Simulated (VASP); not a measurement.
A run of VASP 6.6.1 is set up as follows.

The input INCAR:

```
SYSTEM = GeSbTe3
ALGO = Normal ; EDIFF = 1E-8
ENCUT = 520 ; GGA = PS
ISIF = 2 ; ISMEAR = -1
LASPH = .True. ; LCHARG = .False.
LEFG = .True. ; LREAL = .False.
LWAVE = .False. ; NBANDS = 26
NELM = 80 ; PREC = Accurate
SIGMA = 0.15
```

Contents of KPOINTS:

```
k-points
0
Gamma
  12 12 12
  0 0 0
```

File POSCAR:

```
GeSbTe3
1.0
    2.0555481374      1.1867712704      9.8678111213
   -2.0555481374      1.1867712704      9.8678111213
    0.0000000000     -2.3735425409      9.8678111213
Ge Sb Te
1 1 3
Direct
    0.5991947678      0.5991947678      0.5991947678
    0.3969006867      0.3969006867      0.3969006867
    0.9973817388      0.9973817388      0.9973817388
    0.7917110834      0.7917110834      0.7917110834
    0.2148127233      0.2148127233      0.2148127233
```

Potentials or basis: VASP PAW PBE potentials, release 64 (Ge_d, Sb, Te).

Launch:

```console
$ cat potpaw_PBE.64/Ge_d/POTCAR potpaw_PBE.64/Sb/POTCAR potpaw_PBE.64/Te/POTCAR > POTCAR
$ mpirun -np 1 vasp_std > vasp.out
```

Problem. What does it give for the pressure?

Solution. 0.1 GPa.

Problem. Predict the largest force.

Solution. 0.030 eV/Å.

Electric field gradients, principal values (V/Å²):
```
atom    least   middle  greatest (by size)
1 Ge   -4.935   -4.935               9.870
2 Sb  -22.216  -22.216              44.432
3 Te  -44.685  -44.685              89.371
4 Te  -49.453  -49.453              98.906
5 Te  -12.969  -12.969              25.939
```

Caveat: without QUAD_EFG the Cq values of the log hold for a quadrupole moment of 1 mb, not for the nuclei; the PAW data sets were made with another functional, which shifts forces and pressure a little; an odd number of electrons without spin polarisation forces a metal; a magnetic or distorted state may lie lower.
